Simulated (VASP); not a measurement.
ZnSe:

```xyz
2
Lattice="0.0000 2.8338 2.8338 2.8338 0.0000 2.8338 2.8338 2.8338 0.0000" Properties=species:S:1:pos:R:3 pbc="T T T"
Zn    0.0000    0.0000    0.0000
Se    4.2507    4.2507    4.2507
```

* Program: VASP 6.6.1
* Task: relaxation of cell and atoms
* Functional: PBE
* Potentials or basis: VASP PAW PBE potentials, release 64 (Zn, Se)
* Cutoff: 500 eV
* k mesh: 6 × 6 × 6
* Occupations: gaussian, width 0.01 eV
* Spin: no spin polarisation

At the start: pressure 2.4 GPa; volume 22.76 Å³/atom.

Q: Where does the relaxation end?

A: Over 3 steps the energy falls by 6.2 meV/atom and the volume is 23.63 Å³/atom (+3.9 %); space group F-43m (No. 216, to 0.1 Å) before and after.

Step by step:
```tsv
step	energy change (eV)	largest force (eV/Å)	pressure (GPa)	volume (Å³)
1	0.0000	0.0000	2.37	45.51
2	-0.0116	0.0000	-0.58	47.77
3	-0.0125	0.0000	0.01	47.27
```

Final structure:
```yaml
crystal:
  lattice:
    - [0.00000, 2.86972, 2.86972]
    - [2.86972, 0.00000, 2.86972]
    - [2.86972, 2.86972, 0.00000]
  atoms:
    - { symbol: Zn, position: [0.00000, 0.00000, 0.00000] }
    - { symbol: Se, position: [0.75000, 0.75000, 0.75000] }
```
